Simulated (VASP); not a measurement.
Set up this calculation in VASP 6.6.1, as the native input.

* Task: single point
* Functional: PBEsol
* Potentials or basis: VASP PAW PBE potentials, release 64 (Hf_pv, O)
* Cutoff: 520 eV
* k mesh: 6 × 6 × 8
* Occupations: gaussian, width 0.05 eV
* Spin: no spin polarisation
* Dipole correction: no
* Further INCAR settings: ALGO = Normal; EDIFF = 1e-06; NBANDS = 31

The structure of HfO2 lies in POSCAR:

```
HfO2
1.0
    4.8307835077      0.0000000000      0.0000000000
    0.0000000000      4.8307835077      0.0000000000
    0.0000000000      0.0000000000      3.2101828971
Hf O
2 4
Direct
    0.0000000000      0.0000000000     -0.0619902374
    0.5000000000      0.5000000000      0.5619902374
    0.1384527705      0.7484870443      0.4765930888
    0.3615472295      0.2484870443      0.0234069112
    0.6384527705      0.7515129557      0.0234069112
    0.8615472295      0.2515129557      0.4765930888
```

This cell differs from its parent crystal: atoms displaced along several vibrational modes.

One way to write it, as run:

INCAR

```
  PREC = Accurate
  ENCUT = 520
  EDIFF = 1E-6
  ISMEAR = 0
  SIGMA = 0.05
  LREAL = False
  LASPH = True
  NELM = 100
  ALGO = Normal
  ISIF = 2
  LWAVE = False
  LCHARG = False
  GGA = PS
  NBANDS = 31
```

KPOINTS

```
Automatic mesh
0
Gamma
  6 6 8
```

Potentials or basis: VASP PAW PBE potentials, release 64 (Hf_pv, O).

Command:

```sh
$ cat potpaw_PBE.64/Hf_pv/POTCAR potpaw_PBE.64/O/POTCAR > POTCAR
$ mpirun -np 1 vasp_std > vasp.out
```

It gave:

```json
{
 "Pressure": "-10.2 GPa",
 "Largest force": "0.973 eV/Å",
 "Band gap on the k mesh": "4.00 eV (least direct gap 4.07 eV)"
}
```

Caveat: the cell differs from its parent crystal (atoms displaced along several vibrational modes); the cell stands under tension; the PAW data sets were made with another functional, which shifts forces and pressure a little; spin-orbit coupling is left out, which moves the levels of the heavy elements.

Run time: 99 s on 1 thread of Intel(R) Xeon(R) Platinum 8259CL CPU @ 2.50GHz (Skylake/Cascade Lake), on a shared host, peak memory 0.28 GiB.
